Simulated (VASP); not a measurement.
# Si2Ni (Fm-3m) in VASP: further runs, part 2 of 2

VASP 6.6.1.

### Step 3. Single point, PBE (strain -0.015 along x and y, -0.015 along z)

The input, INCAR:

```
PREC = Accurate ; ENCUT = 520
EDIFF = 1E-6 ; ISMEAR = 0
SIGMA = 0.15 ; LREAL = False
LASPH = True ; NELM = 100
ALGO = Normal ; ISIF = 2
LWAVE = False ; LCHARG = False
GGA = PE ; NBANDS = 16
```

The input, KPOINTS:

```
regular mesh
0
Gamma
  16 16 16
```

The input, POSCAR:

```
Si2Ni
1.0
    0.0000000000      2.6825617118      2.6825617118
    2.6825617118      0.0000000000      2.6825617118
    2.6825617118      2.6825617118      0.0000000000
Si Ni
2 1
Direct
    0.2500000000      0.2500000000      0.2500000000
    0.7500000000      0.7500000000      0.7500000000
    0.0000000000      0.0000000000      0.0000000000
```

Potentials or basis: VASP PAW PBE potentials, release 64 (Si, Ni).

On the command line:

```
$ cat potpaw_PBE.64/Si/POTCAR potpaw_PBE.64/Ni/POTCAR > POTCAR
$ mpirun -np 1 vasp_std > vasp.out
```

OUTCAR:

```text
PREC = Accurate
   ENCUT = 520
   EDIFF = 1E-6
   ISMEAR = 0
   LREAL = False
   LASPH = True
   NELM = 100
   ISIF = 2
   GGA = PE

 ion  position               nearest neighbor table
   1  0.250  0.250  0.250-   3 2.32   3 2.32   3 2.32   3 2.32   2 2.68   2 2.68   2 2.68   2 2.68
                             2 2.68   2 2.68
   2  0.750  0.750  0.750-   3 2.32   3 2.32   3 2.32   3 2.32   1 2.68   1 2.68   1 2.68   1 2.68
                             1 2.68   1 2.68
   3  0.000  0.000  0.000-   2 2.32   2 2.32   2 2.32   1 2.32   2 2.32   1 2.32   1 2.32   1 2.32

  LATTYP: Found a face centered cubic cell.
 ALAT       =     5.3651234236

  Lattice vectors:

 A1 = (   0.0000000000,   2.6825617118,   2.6825617118)
 A2 = (   2.6825617118,   0.0000000000,   2.6825617118)
 A3 = (   2.6825617118,   2.6825617118,   0.0000000000)

Analysis of symmetry for initial positions (statically):
=====================================================================
 Subroutine PRICEL returns:
 Original cell was already a primitive cell.

 Routine SETGRP: Setting up the symmetry group for a
 face centered cubic supercell.

 Subroutine GETGRP returns: Found 48 space group operations
 (whereof 48 operations were pure point group operations)
 out of a pool of 48 trial point group operations.

The static configuration has the point symmetry O_h .

Analysis of symmetry for dynamics (positions and initial velocities):
=====================================================================
 Subroutine PRICEL returns:
 Original cell was already a primitive cell.

 Routine SETGRP: Setting up the symmetry group for a
 face centered cubic supercell.

 Subroutine GETGRP returns: Found 48 space group operations
 (whereof 48 operations were pure point group operations)
 out of a pool of 48 trial point group operations.

The dynamic configuration has the point symmetry O_h .

 Subroutine INISYM returns: Found 48 space group operations
[... 117 lines left out ...]
   IMIX   =      4    mixing-type and parameters
     AMIX     =   0.40;   BMIX     =  1.00
     AMIX_MAG =   1.60;   BMIX_MAG =  1.00
  volume/ion in A,a.u.               =      12.87        86.85
  Fermi-wavevector in a.u.,A,eV,Ry     =   1.269422  2.398859 21.924859  1.611432
  Thomas-Fermi vector in A             =   2.402464
   LORBIT       =      0    0 simple, 1 ext, 2 COOP (PROOUT), +10 PAW based schemes
   GGA     = PE    functional components
   LHFCALC =     F    Hartree Fock is set to
   AEXX    =    0.0000 exact exchange contribution
   IVDW    =     0    specifies the selected vdW correction
   LEPSILON=     F    determine dielectric tensor
   LRPA    =     F    only Hartree local field effects (RPA)
 non-spin polarized calculation
 Gauss-broadening in eV      SIGMA  =   0.15
  energy-cutoff  :      520.00
  volume of cell :       38.61
 maximum number of plane-waves:      1056
   NGX = 15   NGY = 15   NGZ = 15

 number of electron      17.9999991 magnetization

 Free energy of the ion-electron system (eV)
  ---------------------------------------------------
  ext. energy  EPLUGINS =         0.00000000
  ---------------------------------------------------
  free energy    TOTEN  =       -17.33633840 eV

  energy without entropy =      -17.32635194  energy(sigma->0) =      -17.33134517

 E-fermi :  10.8009     XC(G=0): -11.6915

 val. band max:       10.7840181380   @ k =   0.3750   0.2500   0.0000
 cond. band min:      10.8037937349   @ k =   0.2500   0.0625   0.0000
 fundamental gap:      0.0197755969
 Fermi energy:        10.8008794193

 k-point     1 :       0.0000    0.0000    0.0000
  band No.  band energies     occupation
      1      -3.2775      2.00000
      2       5.4377      2.00000
      3       5.4377      2.00000
      4       5.4377      2.00000
      5       7.1515      2.00000
      6       7.1515      2.00000
[... 433 lines left out ...]
      3       5.4471      2.00000
      4       5.5066      2.00000
      5       7.0903      2.00000
      6       7.1527      2.00000
[... 8 lines left out ...]
     15      14.9584      0.00000
     16      15.7797      0.00000

 [... further k-points ...]

------------------------ aborting loop because EDIFF is reached ----------------------------------------

  FORCE on cell =-STRESS in cart. coord.  units (eV):
  Direction    XX          YY          ZZ          XY          YZ          ZX
  --------------------------------------------------------------------------------------
  -------------------------------------------------------------------------------------
  Total        1.6865884      1.6865884      1.6865884      0.0000000      0.0000000      0.0000000
  in kB       69.9907303     69.9907303     69.9907303      0.0000000      0.0000000      0.0000000
  external PRESSURE =      69.9907303 kB  Pullay stress =       0.0000000 kB

 VOLUME and BASIS-vectors are now :
 -----------------------------------------------------------------------------
  energy-cutoff  :      520.00
  volume of cell :       38.61
      direct lattice vectors                 reciprocal lattice vectors
     0.000000000  2.682561712  2.682561712    -0.186389002  0.186389002  0.186389002
     2.682561712  0.000000000  2.682561712     0.186389002 -0.186389002  0.186389002
     2.682561712  2.682561712  0.000000000     0.186389002  0.186389002 -0.186389002

 POSITION                                       TOTAL-FORCE (eV/Angst)
 -----------------------------------------------------------------------------------
      1.34128      1.34128      1.34128        -0.000000     -0.000000     -0.000000
      4.02384      4.02384      4.02384         0.000000      0.000000      0.000000
      0.00000      0.00000      0.00000         0.000000     -0.000000     -0.000000
 -----------------------------------------------------------------------------------
    total drift:                               -0.000000     -0.000000      0.000000

  FREE ENERGIE OF THE ION-ELECTRON SYSTEM (eV)
  ---------------------------------------------------
  free  energy   TOTEN  =       -17.3363383963 eV

  energy  without entropy=      -17.3263519391  energy(sigma->0) =      -17.33134517
```

stdout:

```text
POSCAR found type information on POSCAR SiNi
 POSCAR found :  2 types and       3 ions
 scaLAPACK will be used
 LDA part: xc-table for (Slater+PW92), standard interpolation
 POSCAR, INCAR and KPOINTS ok, starting setup
 FFT: planning ... GRIDC
 FFT: planning ... GRID_SOFT
 FFT: planning ... GRID
 WAVECAR not read
 entering main loop
```

It used 63 s of CPU time on 1 thread of Intel(R) Xeon(R) Platinum 8488C (Sapphire Rapids) (shared host).

What came out:

| Item | Value |
| --- | --- |
| Free energy | -17.3363 eV |
| Pressure | 7.0 GPa |
| Band gap on the k mesh | zero (bands 9 and 10 overlap by 2.12 eV) |

Levels at points of the mesh, in eV from the Fermi level:
```tsv
k point	band 5	band 6	band 7	band 8	band 9	band 10	band 11	band 12	band 13	band 14
(0.00, 0.00, 0.00)	-3.65	-3.65	-0.13	1.72	1.72	1.72	2.24	2.24	2.24	4.77
(0.50, 0.00, 0.00)	-3.83	-3.45	-3.45	-1.51	-1.51	1.80	1.80	1.82	2.74	9.26
(0.50, 0.50, 0.00)	-4.65	-3.73	-3.73	-3.56	-3.23	-0.40	1.36	7.71	8.48	8.48
```

Caveat: the cell differs from its parent crystal (strain -0.015 along x and y, -0.015 along z); the cell stands under pressure.
